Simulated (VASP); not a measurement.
# ZrC (Pm-3m) in VASP: a series of runs, part 2 of 2

VASP 6.6.1.

## 4. Relaxation of cell and atoms, PBE

This run uses another cell than the first one, of 12.49 Å³/atom, 0.851 times its volume.

The input, INCAR:

```
SYSTEM = ZrC
PREC = Accurate
ENCUT = 600
EDIFF = 1E-6
ISMEAR = 0
SIGMA = 0.1
LREAL = .False.
LASPH = .True.
NELM = 60
ALGO = Normal
ISIF = 3
LWAVE = .False.
LCHARG = .False.
GGA = PE
IBRION = 2
NSW = 100
EDIFFG = -0.01
```

The input, KPOINTS:

```
regular mesh
0
Gamma
  18 18 18
  0 0 0
```

The input, POSCAR:

```
ZrC
1.0
    2.9228901994      0.0000000000      0.0000000000
    0.0000000000      2.9228901994      0.0000000000
    0.0000000000      0.0000000000      2.9228901994
Zr C
1 1
Direct
    0.5000000000      0.5000000000      0.5000000000
    0.0000000000      0.0000000000      0.0000000000
```

Potentials or basis: VASP PAW PBE potentials, release 64 (Zr_sv, C).

Command:

```bash
$ cat potpaw_PBE.64/Zr_sv/POTCAR potpaw_PBE.64/C/POTCAR > POTCAR
$ mpirun -np 1 vasp_std > vasp.out
```

OUTCAR:

```text
SYSTEM = ZrC
   PREC = Accurate
   ENCUT = 600
   EDIFF = 1E-6
   ISMEAR = 0
   LREAL = .False.
   LASPH = .True.
   NELM = 60
   ISIF = 3
   GGA = PE
   IBRION = 2
   NSW = 100
   EDIFFG = -0.01

 ion  position               nearest neighbor table
   1  0.500  0.500  0.500-   2 2.53   2 2.53   2 2.53   2 2.53   2 2.53   2 2.53   2 2.53   2 2.53

   2  0.000  0.000  0.000-   1 2.53   1 2.53   1 2.53   1 2.53   1 2.53   1 2.53   1 2.53   1 2.53

  LATTYP: Found a simple cubic cell.
 ALAT       =     2.9228901994

  Lattice vectors:

 A1 = (   2.9228901994,   0.0000000000,   0.0000000000)
 A2 = (   0.0000000000,   2.9228901994,   0.0000000000)
 A3 = (   0.0000000000,   0.0000000000,   2.9228901994)

Analysis of symmetry for initial positions (statically):
=====================================================================
 Subroutine PRICEL returns:
 Original cell was already a primitive cell.

 Routine SETGRP: Setting up the symmetry group for a
 simple cubic supercell.

 Subroutine GETGRP returns: Found 48 space group operations
 (whereof 48 operations were pure point group operations)
 out of a pool of 48 trial point group operations.

The static configuration has the point symmetry O_h .

Analysis of symmetry for dynamics (positions and initial velocities):
[... 233 lines left out ...]
 number of electron      16.0000000 magnetization

 Free energy of the ion-electron system (eV)
  ---------------------------------------------------
  ext. energy  EPLUGINS =         0.00000000
  ---------------------------------------------------
  free energy    TOTEN  =       -17.00634090 eV

  energy without entropy =      -16.99432785  energy(sigma->0) =      -17.00033438

 E-fermi :  10.4311     XC(G=0): -12.4317

 val. band max:       10.4310976629   @ k =   0.4444   0.2778   0.0000
 cond. band min:      10.4342811857   @ k =   0.2778   0.1111   0.1111
 fundamental gap:      0.0031835228
 Fermi energy:        10.4311329468

 k-point     1 :       0.0000    0.0000    0.0000
  band No.  band energies     occupation
      1     -38.2221      2.00000
      2     -15.6885      2.00000
      3     -15.6885      2.00000
      4     -15.6885      2.00000
      5      -1.3897      2.00000
      6       8.4785      2.00000
      7       8.4785      2.00000
      8      11.6048      0.00000
      9      11.6048      0.00000
     10      11.6048      0.00000
     11      15.6400      0.00000
     12      15.6400      0.00000
[... 331 lines left out ...]
 k-point    24 :       0.3333    0.1111    0.0000
  band No.  band energies     occupation
      1     -38.0994      2.00000
      2     -16.6381      2.00000
      3     -15.7421      2.00000
      4     -15.5797      2.00000
      5       0.4626      2.00000
      6       6.2660      2.00000
      7       9.0304      2.00000
      8       9.9401      2.00000
      9       9.9959      2.00000
     10      14.3524      0.00000
     11      15.3101      0.00000
     12      16.7943      0.00000

 [... further k-points ...]

------------------------ aborting loop because EDIFF is reached ----------------------------------------

  FORCE on cell =-STRESS in cart. coord.  units (eV):
  Direction    XX          YY          ZZ          XY          YZ          ZX
  --------------------------------------------------------------------------------------
  -------------------------------------------------------------------------------------
  Total        0.0084140      0.0084140      0.0084140      0.0000000      0.0000000     -0.0000000
  in kB        0.5403509      0.5403509      0.5403509      0.0000000      0.0000000     -0.0000000
  external PRESSURE =       0.5403509 kB  Pullay stress =       0.0000000 kB
[... 17 lines left out ...]
  FREE ENERGIE OF THE ION-ELECTRON SYSTEM (eV)
  ---------------------------------------------------
  free  energy   TOTEN  =       -17.0063409017 eV

  energy  without entropy=      -16.9943278486  energy(sigma->0) =      -17.00033438

 reached required accuracy - stopping structural energy minimisation
```

CONTCAR:

```text
ZrC
   1.00000000000000
     2.9219962208663821    0.0000000000000000   -0.0000000000000000
    -0.0000000000000000    2.9219962208663821   -0.0000000000000000
     0.0000000000000000    0.0000000000000000    2.9219962208663821
  Zr              C
     1     1
Direct
     0.5000000000000000    0.5000000000000000    0.5000000000000000
     0.0000000000000000    0.0000000000000000    0.0000000000000000

  0.00000000E+00  0.00000000E+00  0.00000000E+00
  0.00000000E+00  0.00000000E+00  0.00000000E+00
```

Wall time 3.6 min (1 thread of AMD EPYC 7R13, shared host); peak memory 0.18 GiB.

What came out:

- Free energy: -17.0063 eV
- Relaxed volume: 12.47 Å³/atom
- Relaxed cell: a = 2.922 Å, b = 2.922 Å, c = 2.922 Å, α = 90.00°, β = 90.00°, γ = 90.00°
- Space group after relaxing (to 0.05 Å): Pm-3m (No. 221)
- Energy gained by relaxing: 0.0 meV/atom
- Ionic steps: 3
- Pressure after relaxing: 0.1 GPa
- Band gap on the k mesh: zero (band 8 reaches 11.60 eV, above the bottom of band 9 at 9.50 eV)

Final structure:
```yaml
crystal:
  lattice:
    - [2.92200, 0.00000, 0.00000]
    - [0.00000, 2.92200, 0.00000]
    - [0.00000, 0.00000, 2.92200]
  atoms:
    - { symbol: Zr, position: [0.50000, 0.50000, 0.50000] }
    - { symbol: C, position: [0.00000, 0.00000, 0.00000] }
```

Levels at points of the mesh, in eV from the Fermi level:
```tsv
k point	band 6	band 7	band 8	band 9	band 10	band 11
(0.00, 0.00, 0.00)	-1.95	-1.95	1.17	1.17	1.17	5.21
(0.50, 0.00, 0.00)	-5.65	-1.06	-1.06	-0.89	5.67	6.03
(0.50, 0.50, 0.00)	-2.21	-2.21	-0.63	1.89	2.63	2.63
(0.50, 0.50, 0.50)	-5.31	-5.31	-5.31	7.65	7.65	8.61
```

## 5. Summary

| task | cell | k mesh | cutoff (eV) | gap on the mesh (eV) | pressure (GPa) | relaxed volume (Å³/atom) |
| --- | --- | --- | --- | --- | --- | --- |
| relaxation of cell and atoms | relaxed from a = 3.085 Å, 2 atoms | 6 × 6 × 6 | 600 | none | -0.1 | 12.49 |
| single point | a = 2.921 Å, 2 atoms | 18 × 18 × 18 | 520 | none | 0.2 | - |
| relaxation of cell and atoms | relaxed from a = 2.923 Å, 2 atoms | 18 × 18 × 18 | 600 | none | 0.1 | 12.47 |

Alike in all rows: level PBE; potentials or basis VASP PAW PBE potentials, release 64 (Zr_sv, C); no spin polarisation; smearing gaussian 0.1 eV.

Absolute energies hang on the potentials; compare differences alone.
